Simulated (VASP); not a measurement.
# Ru (Im-3m) in VASP: notebook

The runs below take Ru through single point, with PBE.

Program: VASP 6.6.1. These are calculated values, not measurements. Logs are shortened: lines on timing, memory, paths and dates and some standing lists are left out, and cuts for length are marked.

### 1 The cell of the first run

It takes space group Im-3m (No. 229, cubic). The conventional cell has a = 3.000 Å, b = 3.000 Å, c = 3.000 Å, α = 90.00°, β = 90.00°, γ = 90.00°. Within 3.4 Å of Ru (site symmetry m-3m) lie 14 Ru at 2.60 to 3.00 Å.

### 2 Single point, PBE

Input file INCAR:

```
SYSTEM = Ru
PREC     = Accurate       ! precision mode
ENCUT    = 520            ! plane-wave cutoff, eV
EDIFF    = 1E-6           ! SCF threshold, eV
ISMEAR   = 0              ! smearing method
SIGMA    = 0.05           ! smearing width, eV
LREAL    = .False.        ! projectors in reciprocal space
LASPH    = .True.         ! aspherical terms in the spheres
NELM     = 100            ! most SCF steps
ALGO     = Normal         ! electronic algorithm
ISIF     = 2              ! what is computed and relaxed
LWAVE    = .False.        ! write WAVECAR
LCHARG   = .True.         ! write CHGCAR
GGA      = PE             ! functional
LELF     = .True.         ! ELF
LVHAR    = .True.       
NBANDS   = 13             ! bands
```

Input file KPOINTS:

```
regular mesh
0
Gamma
  10 10 10
  0 0 0
```

Input file POSCAR:

```
Ru
1.0
   -1.5000148147      1.5000148147      1.5000148147
    1.5000148147     -1.5000148147      1.5000148147
    1.5000148147      1.5000148147     -1.5000148147
Ru
1
Direct
    0.0000000000      0.0000000000      0.0000000000
```

Potentials or basis: VASP PAW PBE potentials, release 64 (Ru_pv).

On the command line:

```console
> cat potpaw_PBE.64/Ru_pv/POTCAR > POTCAR
> mpirun -np 1 vasp_std > vasp.out
```

OUTCAR:

```text
SYSTEM = Ru
   PREC = Accurate
   ENCUT = 520
   EDIFF = 1E-6
   ISMEAR = 0
   LREAL = .False.
   LASPH = .True.
   NELM = 100
   ISIF = 2
   GGA = PE

 ion  position               nearest neighbor table
   1  0.000  0.000  0.000-

  LATTYP: Found a body centered cubic cell.
 ALAT       =     3.0000296294

  Lattice vectors:

 A1 = (  -1.5000148147,   1.5000148147,   1.5000148147)
 A2 = (   1.5000148147,  -1.5000148147,   1.5000148147)
 A3 = (   1.5000148147,   1.5000148147,  -1.5000148147)

Analysis of symmetry for initial positions (statically):
=====================================================================
 Subroutine PRICEL returns:
 Original cell was already a primitive cell.

 Routine SETGRP: Setting up the symmetry group for a
 body centered cubic supercell.

 Subroutine GETGRP returns: Found 48 space group operations
 (whereof 48 operations were pure point group operations)
 out of a pool of 48 trial point group operations.

The static configuration has the point symmetry O_h .

Analysis of symmetry for dynamics (positions and initial velocities):
=====================================================================
 Subroutine PRICEL returns:
 Original cell was already a primitive cell.

 Routine SETGRP: Setting up the symmetry group for a
 body centered cubic supercell.

 Subroutine GETGRP returns: Found 48 space group operations
 (whereof 48 operations were pure point group operations)
 out of a pool of 48 trial point group operations.

The dynamic configuration has the point symmetry O_h .

 Subroutine INISYM returns: Found 48 space group operations
 (whereof 48 operations are pure point group operations),
 and found     1 'primitive' translations

----------------------------------------------------------------------------------------

                                     Primitive cell

  volume of cell :      13.5004

  direct lattice vectors                    reciprocal lattice vectors
    -1.500014815  1.500014815  1.500014815     0.000000000  0.333330041  0.333330041
     1.500014815 -1.500014815  1.500014815     0.333330041  0.000000000  0.333330041
     1.500014815  1.500014815 -1.500014815     0.333330041  0.333330041  0.000000000

  length of vectors
     2.598101871  2.598101871  2.598101871     0.471399865  0.471399865  0.471399865

  position of ions in fractional coordinates (direct lattice)
     0.000000000  0.000000000  0.000000000

  ion indices of the primitive-cell ions
   primitive index   ion index
                 1           1

----------------------------------------------------------------------------------------

 KPOINTS: regular mesh

Automatic generation of k-mesh.
 Grid dimensions read from file:
 generate k-points for:   10   10   10

 Generating k-lattice:

  Cartesian coordinates                     Fractional coordinates (reciprocal lattice)
     0.000000000  0.033333004  0.033333004     0.100000000  0.000000000  0.000000000
     0.033333004  0.000000000  0.033333004     0.000000000  0.100000000  0.000000000
     0.033333004  0.033333004  0.000000000     0.000000000  0.000000000  0.100000000

  Length of vectors
     0.047139987  0.047139987  0.047139987

  Shift w.r.t. Gamma in fractional coordinates (k-lattice)
     0.000000000  0.000000000  0.000000000

 Subroutine IBZKPT returns following result:
 ===========================================

 Found     47 irreducible k-points:

 Following reciprocal coordinates:
            Coordinates               Weight
  0.000000  0.000000  0.000000      1.000000
  0.100000  0.000000  0.000000     12.000000
  0.200000  0.000000  0.000000     12.000000
  0.300000  0.000000  0.000000     12.000000
  0.400000  0.000000  0.000000     12.000000
  0.500000  0.000000  0.000000      6.000000
[... 16 lines left out ...]
  0.300000  0.300000  0.100000      8.000000
 -0.300000  0.300000  0.100000     24.000000
 [... further k-points ...]
   k-points           NKPTS =     47   k-points in BZ     NKDIM =     47   number of bands    NBANDS=     13
   number of dos      NEDOS =    301   number of ions     NIONS =      1
   total plane-waves  NPLWV =   8000
   dimension x,y,z NGX =    20 NGY =   20 NGZ =   20
   dimension x,y,z NGXF=    40 NGYF=   40 NGZF=   40
   ions per type =               1
   NGX,Y,Z   is equivalent  to a cutoff of  12.80, 12.80, 12.80 a.u.
   NGXF,Y,Z  is equivalent  to a cutoff of  25.59, 25.59, 25.59 a.u.
 SYSTEM =  Ru
   PREC   = accura    normal or accurate (medium, high low for compatibility)
   ISTART =      0    job   : 0-new  1-cont  2-samecut
   ICHARG =      2    charge: 1-file 2-atom 10-const
   ISPIN  =      1    spin polarized calculation?
   LNONCOLLINEAR =      F non collinear calculations
   LSORBIT =      F    spin-orbit coupling
   LASPH  =      T    aspherical Exc in radial PAW
   ENCUT  =  520.0 eV  38.22 Ry    6.18 a.u.   4.83  4.83  4.83*2*pi/ulx,y,z
   NELM   =    100;   NELMIN=  2; NELMDL= -5     # of ELM steps
   EDIFF  = 0.1E-05   stopping-criterion for ELM
   LREAL  =      F    real-space projection
   EDIFFG = 0.1E-04   stopping-criterion for IOM
   NSW    =      0    number of steps for IOM
   IBRION =     -1    ionic relax: 0-MD 1-quasi-New 2-CG
   NFREE  =      0    steps in history (QN), initial steepest desc. (CG)
   ISIF   =      2    stress and relaxation
   ISYM   =      2    0-nonsym 1-usesym 2-fastsym
   POTIM  = 0.5000    time-step for ionic-motion
   TEBEG  =    0.0;   TEEND  =   0.0 temperature during run
   PSTRESS=    0.0 pullay stress
   NELECT =      14.0000    total number of electrons
   NUPDOWN=      -1.0000    fix difference up-down
   EMIN   =  10.00;   EMAX   =-10.00  energy-range for DOS
   EFERMI =   0.00;   METHOD = LEGACY
   ISMEAR =     0;   SIGMA  =   0.05  broadening in eV -4-tet -1-fermi 0-gaus
   EFERMI_NEDOS =   21; number of points for ismear=-14 and -15
   IALGO  =     38    algorithm
   IMIX   =      4    mixing-type and parameters
     AMIX     =   0.40;   BMIX     =  1.00
     AMIX_MAG =   1.60;   BMIX_MAG =  1.00
  volume/ion in A,a.u.               =      13.50        91.11
  Fermi-wavevector in a.u.,A,eV,Ry     =   1.657049  3.131368 37.359023  2.745811
  Thomas-Fermi vector in A             =   2.744869
   LORBIT       =      0    0 simple, 1 ext, 2 COOP (PROOUT), +10 PAW based schemes
   GGA     = PE    functional components
   LHFCALC =     F    Hartree Fock is set to
   AEXX    =    0.0000 exact exchange contribution
   IVDW    =     0    specifies the selected vdW correction
   LEPSILON=     F    determine dielectric tensor
   LRPA    =     F    only Hartree local field effects (RPA)
 non-spin polarized calculation
 Gauss-broadening in eV      SIGMA  =   0.05
  energy-cutoff  :      520.00
  volume of cell :       13.50
 maximum number of plane-waves:       374
   NGX =  9   NGY =  9   NGZ =  9

 number of electron      13.9999994 magnetization

 Free energy of the ion-electron system (eV)
  ---------------------------------------------------
  ext. energy  EPLUGINS =         0.00000000
  ---------------------------------------------------
  free energy    TOTEN  =        -8.57157045 eV

  energy without entropy =       -8.56887133  energy(sigma->0) =       -8.57022089

 E-fermi :  13.0838     XC(G=0): -14.1434

 val. band max:       13.0825615554   @ k =   0.3000   0.1000   0.1000
 cond. band min:      13.0919293415   @ k =   0.2000   0.2000   0.1000
 fundamental gap:      0.0093677860
 Fermi energy:        13.0837815334

 k-point     1 :       0.0000    0.0000    0.0000
  band No.  band energies     occupation
      1     -29.4707      2.00000
      2     -29.4707      2.00000
      3     -29.4707      2.00000
      4       4.9203      2.00000
      5      10.1668      2.00000
      6      10.1668      2.00000
      7      10.1668      2.00000
      8      13.0007      1.98128
      9      13.0007      1.98127
     10      23.5936      0.00000
     11      30.2865      0.00000
     12      30.2865      0.00000
     13      30.2865      0.00000

 k-point     2 :       0.1000    0.0000    0.0000
  band No.  band energies     occupation
      1     -29.5814      2.00000
      2     -29.5059      2.00000
      3     -29.4711      2.00000
      4       5.3652      2.00000
      5       9.9592      2.00000
      6      10.1466      2.00000
      7      10.5595      2.00000
      8      12.7478      2.00000
      9      13.0148      1.94880
     10      23.5936      0.00000
     11      30.5067      0.00000
     12      30.7624      0.00000
     13      30.9939      0.00000

 k-point     3 :       0.2000    0.0000    0.0000
  band No.  band energies     occupation
      1     -29.8653      2.00000
      2     -29.5973      2.00000
      3     -29.4723      2.00000
      4       6.4352      2.00000
      5       9.4539      2.00000
      6      10.1058      2.00000
      7      11.6743      2.00000
      8      12.4789      2.00000
      9      13.0821      1.03866
     10      23.5935      0.00000
     11      30.3494      0.00000
     12      30.7957      0.00000
     13      32.9484      0.00000
[... 305 lines left out ...]
 k-point    23 :       0.3000    0.3000    0.1000
  band No.  band energies     occupation
      1     -30.1706      2.00000
      2     -30.1706      2.00000
      3     -29.7064      2.00000
      4       8.1281      2.00000
      5       9.6166      2.00000
      6       9.6166      2.00000
      7      13.4883      0.00000
      8      13.4883      0.00000
      9      22.9627      0.00000
     10      22.9627      0.00000
     11      23.1283      0.00000
     12      23.6024      0.00000
     13      28.4812      0.00000

 k-point    24 :      -0.3000    0.3000    0.1000
  band No.  band energies     occupation
      1     -30.1897      2.00000
      2     -29.7475      2.00000
      3     -29.5567      2.00000
      4       7.4352      2.00000
      5       9.2907      2.00000
      6      10.2952      2.00000
      7      12.0676      2.00000
      8      13.1825      0.00521
      9      14.0077      0.00000
     10      23.5933      0.00000
     11      28.4442      0.00000
     12      29.7006      0.00000
     13      34.2367      0.00000

 [... further k-points ...]
[... 5 lines left out ...]
  --------------------------------------------------------------------------------------
  -------------------------------------------------------------------------------------
  Total        1.4121797      1.4121797      1.4121797      0.0000000      0.0000000     -0.0000000
  in kB      167.5922390    167.5922390    167.5922390      0.0000000      0.0000000     -0.0000000
  external PRESSURE =     167.5922390 kB  Pullay stress =       0.0000000 kB

 VOLUME and BASIS-vectors are now :
 -----------------------------------------------------------------------------
  energy-cutoff  :      520.00
  volume of cell :       13.50
      direct lattice vectors                 reciprocal lattice vectors
    -1.500014815  1.500014815  1.500014815     0.000000000  0.333330041  0.333330041
     1.500014815 -1.500014815  1.500014815     0.333330041  0.000000000  0.333330041
     1.500014815  1.500014815 -1.500014815     0.333330041  0.333330041  0.000000000

 POSITION                                       TOTAL-FORCE (eV/Angst)
 -----------------------------------------------------------------------------------
      0.00000      0.00000      0.00000         0.000000     -0.000000      0.000000
 -----------------------------------------------------------------------------------
    total drift:                                0.000000     -0.000000      0.000000

  FREE ENERGIE OF THE ION-ELECTRON SYSTEM (eV)
  ---------------------------------------------------
  free  energy   TOTEN  =        -8.5715704535 eV

  energy  without entropy=       -8.5688713286  energy(sigma->0) =       -8.57022089
```

Run time: 4.8 s. Hardware: 1 thread of AMD EPYC 9R14 (Zen 4), shared host; peak memory 0.1 GiB.

Results:

- Free energy: -8.5716 eV
- Pressure: 16.8 GPa
- Band gap on the k mesh: zero (band 7 reaches 15.03 eV, above the bottom of band 8 at 11.58 eV)

Levels at points of the mesh, in eV from the Fermi level:
| k point | band 4 | band 5 | band 6 | band 7 | band 8 | band 9 | band 10 | band 11 |
| --- | --- | --- | --- | --- | --- | --- | --- | --- |
| (0.00, 0.00, 0.00) | -8.16 | -2.92 | -2.92 | -2.92 | -0.08 | -0.08 | 10.51 | 17.20 |
| (0.50, 0.00, 0.00) | -6.42 | -4.76 | -0.09 | 0.41 | 1.24 | 2.59 | 10.49 | 10.71 |
| (0.50, 0.50, 0.50) | -6.56 | -6.56 | 1.94 | 1.94 | 1.94 | 9.56 | 9.56 | 9.56 |

### 3 Single point, PBE

This run uses another cell than the first one, of 15.00 Å³/atom, 1.111 times its volume.

Input file INCAR:

```
SYSTEM = Ru
  PREC = Accurate
  ENCUT = 520
  EDIFF = 1E-6
  ISMEAR = 0
  SIGMA = 0.05
  LREAL = .False.
  LASPH = .True.
  NELM = 100
  ALGO = Normal
  ISIF = 2
  LWAVE = .False.
  LCHARG = .True.
  GGA = PE
  LELF = .True.
  LVHAR = .True.
  NBANDS = 13
```

Input file KPOINTS:

```
Automatic mesh
0
Gamma
  10 10 10
  0 0 0
```

Input file POSCAR:

```
Ru
1.0
   -1.5537761820      1.5537761820      1.5537761820
    1.5537761820     -1.5537761820      1.5537761820
    1.5537761820      1.5537761820     -1.5537761820
Ru
1
Direct
    0.0000000000      0.0000000000      0.0000000000
```

Potentials or basis: VASP PAW PBE potentials, release 64 (Ru_pv).

On the command line:

```console
> cat potpaw_PBE.64/Ru_pv/POTCAR > POTCAR
> mpirun -np 1 vasp_std > vasp.out
```

It took 4.9 s on 1 thread of AMD EPYC 9R14 (Zen 4), shared host; peak memory 0.1 GiB.

The run converged. Its results:

```
Free energy            : -8.5741 eV
Pressure               : -13.1 GPa
Band gap on the k mesh : zero (band 7 reaches 12.86 eV, above the bottom of band 8 at 9.95 eV)
```

Levels at points of the mesh, in eV from the Fermi level:
```tsv
k point	band 3	band 4	band 5	band 6	band 7	band 8	band 9	band 10	band 11	band 12
(0.00, 0.00, 0.00)	-42.51	-7.51	-2.50	-2.50	-2.50	-0.05	-0.05	10.66	17.09	17.09
(0.50, 0.00, 0.00)	-42.51	-5.58	-4.07	-0.09	0.34	1.17	2.17	9.38	10.66	13.53
(0.50, 0.50, 0.50)	-43.06	-5.60	-5.60	1.64	1.64	1.64	8.95	8.95	8.95	10.66
```

### 4 Single point, PBE, non-collinear spin, zero start, spin-orbit coupling

This run uses another cell than the first one, of 14.23 Å³/atom, 1.054 times its volume.

Input file INCAR:

```
PREC = Accurate
ENCUT = 520
EDIFF = 1E-6
ISMEAR = 0
SIGMA = 0.05
LREAL = False
LASPH = True
NELM = 150
ALGO = Normal
ISIF = 2
LWAVE = False
LCHARG = False
MAGMOM = 0 0 0
LORBIT = 11
LSORBIT = True
GGA_COMPAT = False
LORBMOM = True
LMAXMIX = 4
GGA = PE
NBANDS = 25
```

Input file KPOINTS:

```
regular mesh
0
Gamma
  20 20 20
```

Input file POSCAR:

```
Ru
1.0
   -1.5267276220      1.5267276220      1.5267276220
    1.5267276220     -1.5267276220      1.5267276220
    1.5267276220      1.5267276220     -1.5267276220
Ru
1
Direct
    0.0000000000      0.0000000000      0.0000000000
```

On the command line:

```console
> cat potpaw_PBE.64/Ru_pv/POTCAR > POTCAR
> mpirun -np 1 vasp_ncl > vasp.out
```

Run time: 5.3 min. Hardware: 1 thread of AMD EPYC 7R13, shared host; peak memory 0.22 GiB.

Results (log left out):

```
Free energy                                           : -8.7466 eV
Pressure                                              : 0.2 GPa
Net moment                                            : 0.00 μB per cell
Valence electrons inside the program's atomic spheres : Ru 12.59
```

Moments on the atoms (μB; x, y, z):
```
Ru  0.00 0.00 0.00
```

### 5 Summary

| spin | cell | k mesh | gap on the mesh (eV) | pressure (GPa) |
| --- | --- | --- | --- | --- |
| off | a = 2.598 Å, angles 109.5°, 1 atom | 10 × 10 × 10 | none | 16.8 |
| off | a = 2.691 Å, angles 109.5°, 1 atom | 10 × 10 × 10 | none | -13.1 |
| non-collinear, zero start, SOC | a = 2.644 Å, angles 109.5°, 1 atom | 20 × 20 × 20 | - | 0.2 |

Alike in all rows: task single point; level PBE; potentials or basis VASP PAW PBE potentials, release 64 (Ru_pv); cutoff (eV) 520; smearing gaussian 0.05 eV.

Absolute energies hang on the potentials; compare differences alone.
